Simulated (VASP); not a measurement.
**Si2W: single point with PBE**

Crystal: Si2W.

```
Si W
1.0
     4.49753    0.00000    0.00000
    -2.24877    3.89498    0.00000
     0.00000    0.00000    6.99681
Si W
6 3
Direct
  0.80506 0.61013 0.50000
  0.19494 0.80506 0.83333
  0.61013 0.80506 0.16667
  0.19494 0.38987 0.50000
  0.80506 0.19494 0.83333
  0.38987 0.19494 0.16667
  0.00000 0.50000 0.16667
  0.50000 0.50000 0.83333
  0.50000 0.00000 0.50000
```

This cell differs from its parent crystal: atoms shifted along a free coordinate, c/a of the conventional cell at fixed volume 1.5557.

```
Program             : VASP 6.6.1
Task                : single point
Functional          : PBE
Potentials or basis : VASP PAW PBE potentials, release 64 (Si, W_sv)
Cutoff              : 520 eV
k mesh              : 9 × 9 × 6
Occupations         : gaussian, width 0.03 eV
Spin                : no spin polarisation
```

| Quantity | Value |
| --- | --- |
| Pressure | 10.5 GPa |
| Largest force | 4.014 eV/Å |
| Band gap on the k mesh | zero (bands 33 and 34 overlap by 0.02 eV) |

Forces in eV/Å, atoms in the order of the input:
```
Si   0.000  4.014  0.000
Si  -3.476  2.007  0.000
Si   3.476  2.007  0.000
Si   0.000 -4.014  0.000
Si   3.476 -2.007  0.000
Si  -3.476 -2.007  0.000
W    0.000  0.000  0.000
W    0.000  0.000  0.000
W    0.000  0.000  0.000
```

Stress tensor (GPa, compression positive):
```
18.26  0.00  0.00
 0.00 18.26  0.00
 0.00  0.00 -5.14
```

Levels at points of the mesh, in eV from the Fermi level:
| k point | band 30 | band 31 | band 32 | band 33 | band 34 | band 35 | band 36 | band 37 |
| --- | --- | --- | --- | --- | --- | --- | --- | --- |
| (0.00, 0.00, 0.00) | -1.55 | -1.55 | -1.14 | -1.13 | 2.49 | 2.56 | 2.56 | 2.96 |
| (0.00, 0.00, 0.50) | -1.94 | -1.27 | -1.27 | -0.25 | 1.10 | 2.00 | 2.30 | 2.30 |

Run time: 4.7 min on 1 thread of Intel(R) Xeon(R) 6975P-C (Granite Rapids), with other jobs on the host, peak memory 0.36 GiB.

Caveat: the cell stands under pressure; spin-orbit coupling is left out, which moves the levels of the heavy elements; forces of over 1 eV/Å act on the atoms, so gaps and moduli don't describe the material at rest.
